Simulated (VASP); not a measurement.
# SnTe (Fm-3m) in VASP: single point with PBEsol

Aim: the single point of SnTe with PBEsol.

All numbers are computed with VASP 6.6.1; they aren't measurements. Logs are shortened: lines on timing, memory, paths and dates and some standing lists are left out, and cuts for length are marked.

## (1) The cell of the first run

Symmetry: Fm-3m, No. 225, cubic system. Conventional cell: a = 6.284 Å, b = 6.284 Å, c = 6.284 Å, α = 90.00°, β = 90.00°, γ = 90.00°. Within 4.1 Å of Te (site symmetry m-3m) lie 6 Sn at 3.14 Å. Within 4.1 Å of Sn (site symmetry m-3m) lie 6 Te at 3.14 Å.

## (2) Single point, PBEsol

INCAR reads:

```
  PREC = Accurate
  ENCUT = 520
  EDIFF = 1E-7
  ISMEAR = -1
  SIGMA = 0.05
  LREAL = Auto
  LASPH = T
  NELM = 100
  ALGO = Normal
  ISIF = 2
  LWAVE = F
  LCHARG = F
  GGA = PS
  NBANDS = 358
```

KPOINTS reads:

```
Automatic mesh
0
Gamma
  1 1 1
```

POSCAR reads:

```
SnTe
1.0
   12.5689980000      0.0000000000      0.0000000000
    0.0000000000     12.5689980000      0.0000000000
    0.0000000000      0.0000000000     12.5689980000
Te Sn
32 32
Direct
    0.2500000000      0.0000000000      0.0000000000
    0.2500000000      0.0000000000      0.5000000000
    0.2500000000      0.5000000000      0.0000000000
    0.2500000000      0.5000000000      0.5000000000
    0.7500000000      0.0000000000      0.0000000000
    0.7500000000      0.0000000000      0.5000000000
    0.7500000000      0.5000000000      0.0000000000
    0.7500000000      0.5000000000      0.5000000000
    0.0000000000      0.2500000000      0.0000000000
    0.0000000000      0.2500000000      0.5000000000
    0.0000000000      0.7500000000      0.0000000000
    0.0000000000      0.7500000000      0.5000000000
    0.5000000000      0.2500000000      0.0000000000
    0.5000000000      0.2500000000      0.5000000000
    0.5000000000      0.7500000000      0.0000000000
    0.5000000000      0.7500000000      0.5000000000
    0.0000000000      0.0000000000      0.2500000000
    0.0000000000      0.0000000000      0.7500000000
    0.0000000000      0.5000000000      0.2500000000
    0.0000000000      0.5000000000      0.7500000000
    0.5000000000      0.0000000000      0.2500000000
    0.5000000000      0.0000000000      0.7500000000
    0.5000000000      0.5000000000      0.2500000000
    0.5000000000      0.5000000000      0.7500000000
    0.2500000000      0.2500000000      0.2500000000
    0.2500000000      0.2500000000      0.7500000000
    0.2500000000      0.7500000000      0.2500000000
    0.2500000000      0.7500000000      0.7500000000
    0.7500000000      0.2500000000      0.2500000000
    0.7500000000      0.2500000000      0.7500000000
    0.7500000000      0.7500000000      0.2500000000
    0.7500000000      0.7500000000      0.7500000000
    0.0000000000      0.0000000000      0.0000000000
    0.0000000000      0.0000000000      0.5000000000
    0.0000000000      0.5000000000      0.0000000000
    0.0000000000      0.5000000000      0.5000000000
    0.5000000000      0.0000000000      0.0000000000
    0.5000000000      0.0000000000      0.5000000000
    0.5000000000      0.5000000000      0.0000000000
    0.5000000000      0.5000000000      0.5000000000
    0.2500000000      0.2500000000      0.0000000000
    0.2500000000      0.2500000000      0.5000000000
    0.2500000000      0.7500000000      0.0000000000
    0.2500000000      0.7500000000      0.5000000000
    0.7500000000      0.2500000000      0.0000000000
    0.7500000000      0.2500000000      0.5000000000
    0.7500000000      0.7500000000      0.0000000000
    0.7500000000      0.7500000000      0.5000000000
    0.2500000000      0.0000000000      0.2500000000
    0.2500000000      0.0000000000      0.7500000000
    0.2500000000      0.5000000000      0.2500000000
    0.2500000000      0.5000000000      0.7500000000
    0.7500000000      0.0000000000      0.2500000000
    0.7500000000      0.0000000000      0.7500000000
    0.7500000000      0.5000000000      0.2500000000
    0.7500000000      0.5000000000      0.7500000000
    0.0000000000      0.2500000000      0.2500000000
    0.0000000000      0.2500000000      0.7500000000
    0.0000000000      0.7500000000      0.2500000000
    0.0000000000      0.7500000000      0.7500000000
    0.5000000000      0.2500000000      0.2500000000
    0.5000000000      0.2500000000      0.7500000000
    0.5000000000      0.7500000000      0.2500000000
    0.5000000000      0.7500000000      0.7500000000
```

Potentials or basis: VASP PAW PBE potentials, release 64 (Te, Sn_d).

The run is started by

```sh
$ cat potpaw_PBE.64/Te/POTCAR potpaw_PBE.64/Sn_d/POTCAR > POTCAR
$ mpirun -np 1 vasp_gam > vasp.out
```

OUTCAR:

```text
PREC = Accurate
   ENCUT = 520
   EDIFF = 1E-7
   ISMEAR = -1
   LREAL = Auto
   LASPH = T
   NELM = 100
   ISIF = 2
   GGA = PS

 ion  position               nearest neighbor table
   1  0.250  0.000  0.000-  33 3.14  37 3.14  41 3.14  43 3.14  49 3.14  50 3.14
   2  0.250  0.000  0.500-  34 3.14  38 3.14  42 3.14  44 3.14  49 3.14  50 3.14
   3  0.250  0.500  0.000-  35 3.14  39 3.14  41 3.14  43 3.14  51 3.14  52 3.14
   4  0.250  0.500  0.500-  36 3.14  40 3.14  42 3.14  44 3.14  51 3.14  52 3.14
   5  0.750  0.000  0.000-  33 3.14  37 3.14  45 3.14  47 3.14  53 3.14  54 3.14
   6  0.750  0.000  0.500-  34 3.14  38 3.14  46 3.14  48 3.14  53 3.14  54 3.14
[... 56 lines left out ...]
  63  0.500  0.750  0.250-  15 3.14  16 3.14  21 3.14  23 3.14  27 3.14  31 3.14
  64  0.500  0.750  0.750-  15 3.14  16 3.14  22 3.14  24 3.14  28 3.14  32 3.14

  LATTYP: Found a simple cubic cell.
 ALAT       =    12.5689980000

  Lattice vectors:

 A1 = (  12.5689980000,   0.0000000000,   0.0000000000)
 A2 = (   0.0000000000,  12.5689980000,   0.0000000000)
 A3 = (   0.0000000000,   0.0000000000,  12.5689980000)

Analysis of symmetry for initial positions (statically):
=====================================================================
 Subroutine PRICEL returns following result:

  LATTYP: Found a face centered cubic cell.
 ALAT       =     6.2844990000

  Lattice vectors:

 A1 = (   3.1422495000,  -3.1422495000,   0.0000000000)
 A2 = (   3.1422495000,   0.0000000000,   3.1422495000)
 A3 = (   0.0000000000,  -3.1422495000,   3.1422495000)

  32 primitive cells build up your supercell.

 Routine SETGRP: Setting up the symmetry group for a
 simple cubic supercell.

 Subroutine GETGRP returns: Found 48 space group operations
 (whereof 48 operations were pure point group operations)
 out of a pool of 48 trial point group operations.

The static configuration has the point symmetry O_h .

Analysis of symmetry for dynamics (positions and initial velocities):
=====================================================================
 Subroutine PRICEL returns following result:

  LATTYP: Found a face centered cubic cell.
 ALAT       =     6.2844990000

  Lattice vectors:

 A1 = (   3.1422495000,  -3.1422495000,   0.0000000000)
 A2 = (   3.1422495000,   0.0000000000,   3.1422495000)
 A3 = (   0.0000000000,  -3.1422495000,   3.1422495000)

  32 primitive cells build up your supercell.

 Routine SETGRP: Setting up the symmetry group for a
 simple cubic supercell.

 Subroutine GETGRP returns: Found 48 space group operations
 (whereof 48 operations were pure point group operations)
 out of a pool of 48 trial point group operations.

The dynamic configuration has the point symmetry O_h .

 Subroutine INISYM returns: Found 48 space group operations
 (whereof 48 operations are pure point group operations),
 and found    32 'primitive' translations

----------------------------------------------------------------------------------------

                                     Primitive cell

  volume of cell :      62.0515

  direct lattice vectors                    reciprocal lattice vectors
     3.142249500 -3.142249500  0.000000000     0.159121674 -0.159121674 -0.159121674
     3.142249500  0.000000000  3.142249500     0.159121674  0.159121674  0.159121674
     0.000000000 -3.142249500  3.142249500    -0.159121674 -0.159121674  0.159121674

  length of vectors
     4.443811859  4.443811859  4.443811859     0.275606824  0.275606824  0.275606824

  position of ions in fractional coordinates (direct lattice)
     0.500000000  0.500000000  0.500000000
     0.000000000  0.000000000  0.000000000

  ion indices of the primitive-cell ions
   primitive index   ion index
                 1           1
                 2          33

----------------------------------------------------------------------------------------

 KPOINTS: Automatic mesh

Automatic generation of k-mesh.
 Grid dimensions read from file:
 generate k-points for:    1    1    1

 Generating k-lattice:

  Cartesian coordinates                     Fractional coordinates (reciprocal lattice)
     0.079560837  0.000000000  0.000000000     1.000000000  0.000000000  0.000000000
     0.000000000  0.079560837  0.000000000     0.000000000  1.000000000  0.000000000
     0.000000000  0.000000000  0.079560837     0.000000000  0.000000000  1.000000000

  Length of vectors
     0.079560837  0.079560837  0.079560837

  Shift w.r.t. Gamma in fractional coordinates (k-lattice)
     0.000000000  0.000000000  0.000000000

 Subroutine IBZKPT returns following result:
 ===========================================

 Found      1 irreducible k-points:

 Following reciprocal coordinates:
            Coordinates               Weight
  0.000000  0.000000  0.000000      1.000000
   k-points           NKPTS =      1   k-points in BZ     NKDIM =      1   number of bands    NBANDS=    358
   number of dos      NEDOS =    301   number of ions     NIONS =     64
   total plane-waves  NPLWV = 884736
   dimension x,y,z NGX =    96 NGY =   96 NGZ =   96
   dimension x,y,z NGXF=   192 NGYF=  192 NGZF=  192
   ions per type =              32  32
   NGX,Y,Z   is equivalent  to a cutoff of  12.70, 12.70, 12.70 a.u.
   NGXF,Y,Z  is equivalent  to a cutoff of  25.40, 25.40, 25.40 a.u.
 SYSTEM =  unknown system
   PREC   = accura    normal or accurate (medium, high low for compatibility)
   ISTART =      0    job   : 0-new  1-cont  2-samecut
   ICHARG =      2    charge: 1-file 2-atom 10-const
   ISPIN  =      1    spin polarized calculation?
   LNONCOLLINEAR =      F non collinear calculations
   LSORBIT =      F    spin-orbit coupling
   LASPH  =      T    aspherical Exc in radial PAW
   ENCUT  =  520.0 eV  38.22 Ry    6.18 a.u.  23.37 23.37 23.37*2*pi/ulx,y,z
   NELM   =    100;   NELMIN=  2; NELMDL= -5     # of ELM steps
   EDIFF  = 0.1E-06   stopping-criterion for ELM
   LREAL  =      T    real-space projection
   EDIFFG = 0.1E-05   stopping-criterion for IOM
   NSW    =      0    number of steps for IOM
   IBRION =     -1    ionic relax: 0-MD 1-quasi-New 2-CG
   NFREE  =      0    steps in history (QN), initial steepest desc. (CG)
   ISIF   =      2    stress and relaxation
   ISYM   =      2    0-nonsym 1-usesym 2-fastsym
   POTIM  = 0.5000    time-step for ionic-motion
   TEBEG  =    0.0;   TEEND  =   0.0 temperature during run
   PSTRESS=    0.0 pullay stress
   NELECT =     640.0000    total number of electrons
   NUPDOWN=      -1.0000    fix difference up-down
   EMIN   =  10.00;   EMAX   =-10.00  energy-range for DOS
   EFERMI =   0.00;   METHOD = LEGACY
   ISMEAR =    -1;   SIGMA  =   0.05  broadening in eV -4-tet -1-fermi 0-gaus
   EFERMI_NEDOS =   21; number of points for ismear=-14 and -15
   IALGO  =     38    algorithm
   IMIX   =      4    mixing-type and parameters
     AMIX     =   0.40;   BMIX     =  1.00
     AMIX_MAG =   1.60;   BMIX_MAG =  1.00
  volume/ion in A,a.u.               =      31.03       209.37
  Fermi-wavevector in a.u.,A,eV,Ry     =   1.122451  2.121125 17.141938  1.259897
  Thomas-Fermi vector in A             =   2.259111
   LORBIT       =      0    0 simple, 1 ext, 2 COOP (PROOUT), +10 PAW based schemes
   GGA     = PS    functional components
   LHFCALC =     F    Hartree Fock is set to
   AEXX    =    0.0000 exact exchange contribution
   IVDW    =     0    specifies the selected vdW correction
   LEPSILON=     F    determine dielectric tensor
   LRPA    =     F    only Hartree local field effects (RPA)
 non-spin polarized calculation
  energy-cutoff  :      520.00
  volume of cell :     1985.65
 maximum number of plane-waves:     26822
 NGX is ok and might be reduce to    96
   NGX = 47   NGY = 47   NGZ = 47

 number of electron     639.9999604 magnetization

 Free energy of the ion-electron system (eV)
  ---------------------------------------------------
  ext. energy  EPLUGINS =         0.00000000
  ---------------------------------------------------
  free energy    TOTEN  =      -246.57552232 eV

  energy without entropy =     -246.21486184  energy(sigma->0) =     -246.39519208

 E-fermi :   6.8981     XC(G=0):  -9.7133

 val. band max:        6.8137689620   @ k =   0.0000   0.0000   0.0000
 cond. band min:       6.9852031405   @ k =   0.0000   0.0000   0.0000
 fundamental gap:      0.1714341785
 Fermi energy:         6.8981101367

 k-point     1 :       0.0000    0.0000    0.0000
  band No.  band energies     occupation
      1     -15.0946      2.00000
      2     -15.0946      2.00000
      3     -15.0946      2.00000
      4     -15.0888      2.00000
      5     -15.0888      2.00000
      6     -15.0888      2.00000
[... 324 lines left out ...]
    331       7.1799      0.00712
    332       7.1799      0.00712
 [bands above 332 left out]

------------------------ aborting loop because EDIFF is reached ----------------------------------------

  FORCE on cell =-STRESS in cart. coord.  units (eV):
  Direction    XX          YY          ZZ          XY          YZ          ZX
  --------------------------------------------------------------------------------------
  -------------------------------------------------------------------------------------
  Total        3.5410361      3.5410361      3.5410361      0.0000000     -0.0000000      0.0000000
  in kB        2.8571890      2.8571890      2.8571890      0.0000000     -0.0000000      0.0000000
  external PRESSURE =       2.8571890 kB  Pullay stress =       0.0000000 kB

 VOLUME and BASIS-vectors are now :
 -----------------------------------------------------------------------------
  energy-cutoff  :      520.00
  volume of cell :     1985.65
      direct lattice vectors                 reciprocal lattice vectors
    12.568998000  0.000000000  0.000000000     0.079560837  0.000000000  0.000000000
     0.000000000 12.568998000  0.000000000     0.000000000  0.079560837  0.000000000
     0.000000000  0.000000000 12.568998000     0.000000000  0.000000000  0.079560837

 POSITION                                       TOTAL-FORCE (eV/Angst)
 -----------------------------------------------------------------------------------
      3.14225      0.00000      0.00000        -0.000000      0.000000      0.000000
      3.14225      0.00000      6.28450        -0.000000     -0.000000     -0.000000
      3.14225      6.28450      0.00000        -0.000000      0.000000      0.000000
      3.14225      6.28450      6.28450         0.000000     -0.000000      0.000000
      9.42675      0.00000      0.00000         0.000000      0.000000      0.000000
      9.42675      0.00000      6.28450         0.000000      0.000000     -0.000000
[... 56 lines left out ...]
      6.28450      9.42675      3.14225        -0.000000     -0.000000     -0.000000
      6.28450      9.42675      9.42675        -0.000000      0.000000     -0.000000
 -----------------------------------------------------------------------------------
    total drift:                                0.000000      0.000000      0.000000

  FREE ENERGIE OF THE ION-ELECTRON SYSTEM (eV)
  ---------------------------------------------------
  free  energy   TOTEN  =      -246.5755223245 eV

  energy  without entropy=     -246.2148618391  energy(sigma->0) =     -246.39519208
```

Run time: 22 min. Hardware: 1 thread of AMD EPYC 7R13 (Zen 3), shared host; peak memory 1.6 GiB.

What came out:

```yaml
Free_energy: -246.5755 eV
Pressure: 0.3 GPa
```

Levels at points of the mesh, in eV from the Fermi level:
```tsv
k point	band 317	band 318	band 319	band 320	band 321	band 322	band 323	band 324
(0.00, 0.00, 0.00)	-0.08	-0.08	-0.08	-0.08	0.09	0.09	0.09	0.09
```

Caveat: the k points lie up to 0.50 Å⁻¹ apart; this odd mesh misses L, so gap, dielectric constants and Born charges aren't listed; the PAW data sets were made with another functional, which shifts forces and pressure a little; spin-orbit coupling is left out, which moves the levels of the heavy elements.
